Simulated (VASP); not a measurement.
Set up this calculation in VASP 6.6.1, as the native input.

```
Task                   : single point
Functional             : r2SCAN
Potentials or basis    : VASP PAW PBE potentials, release 64 (Ga_d, P, In_d)
Cutoff                 : 520 eV
k mesh                 : 6 × 6 × 6
Occupations            : gaussian, width 0.01 eV
Spin                   : no spin polarisation
Dipole correction      : no
Further INCAR settings : ALGO = Normal; EDIFF = 1e-07; NBANDS = 46
```

InGa3P4:

```xyz
8
Lattice="5.5665 0.0000 0.0000 0.0000 5.5665 0.0000 0.0000 0.0000 5.5665" Properties=species:S:1:pos:R:3 pbc="T T T"
Ga    2.7832    0.0000    0.0000
Ga    0.0000    2.7832    0.0000
Ga    0.0000    0.0000    2.7832
P     4.2318    1.3347    1.3347
P     1.3347    4.2318    1.3347
P     1.3347    1.3347    4.2318
P     4.2318    4.2318    4.2318
In    2.7832    2.7832    2.7832
```

One way to write it, as run:

POSCAR

```
InGa3P4
1.0
    5.5664661521      0.0000000000      0.0000000000
    0.0000000000      5.5664661521      0.0000000000
    0.0000000000      0.0000000000      5.5664661521
Ga P In
3 4 1
Direct
    0.5000000000      0.0000000000      0.0000000000
    0.0000000000      0.5000000000      0.0000000000
    0.0000000000      0.0000000000      0.5000000000
    0.7602244760      0.2397755240      0.2397755240
    0.2397755240      0.7602244760      0.2397755240
    0.2397755240      0.2397755240      0.7602244760
    0.7602244760      0.7602244760      0.7602244760
    0.5000000000      0.5000000000      0.5000000000
```

INCAR.step1

```
SYSTEM = InGa3P4
ALGO = Normal ; EDIFF = 1E-4
ENCUT = 520 ; GGA = PE
ISMEAR = 0 ; LASPH = .TRUE.
LCHARG = .FALSE. ; LREAL = .FALSE.
LWAVE = .TRUE. ; NBANDS = 46
NELM = 100 ; PREC = Accurate
SIGMA = 0.01
```

INCAR.step2

```
SYSTEM = InGa3P4
ALGO = Normal ; EDIFF = 1E-7
ENCUT = 520 ; ISIF = 2
ISMEAR = 0 ; ISTART = 1
LASPH = .TRUE. ; LCHARG = .FALSE.
LMIXTAU = .TRUE. ; LREAL = .FALSE.
LWAVE = .FALSE. ; METAGGA = R2SCAN
NBANDS = 46 ; NELM = 100
PREC = Accurate ; SIGMA = 0.01
```

KPOINTS

```
k-points
0
G
  6 6 6
  0 0 0
```

Potentials or basis: VASP PAW PBE potentials, release 64 (Ga_d, P, In_d).

Run with:

```console
$ cat potpaw_PBE.64/Ga_d/POTCAR potpaw_PBE.64/P/POTCAR potpaw_PBE.64/In_d/POTCAR > POTCAR
$ cp INCAR.step1 INCAR
$ mpirun -np 1 vasp_std > vasp.out
$ cp INCAR.step2 INCAR
$ mpirun -np 1 vasp_std > vasp.out
```

Results of the run:

```yaml
Pressure: -0.1 GPa
Largest_force: 0.010 eV/Å
Band_gap_on_the_k_mesh: 1.59 eV
```

Caveat: the PAW data sets were made with another functional, which shifts forces and pressure a little; spin-orbit coupling is left out, which moves the levels of the heavy elements.

Wall time 10 min on 1 thread of Intel(R) Xeon(R) 6975P-C (Granite Rapids), on a shared host, peak memory 0.37 GiB.
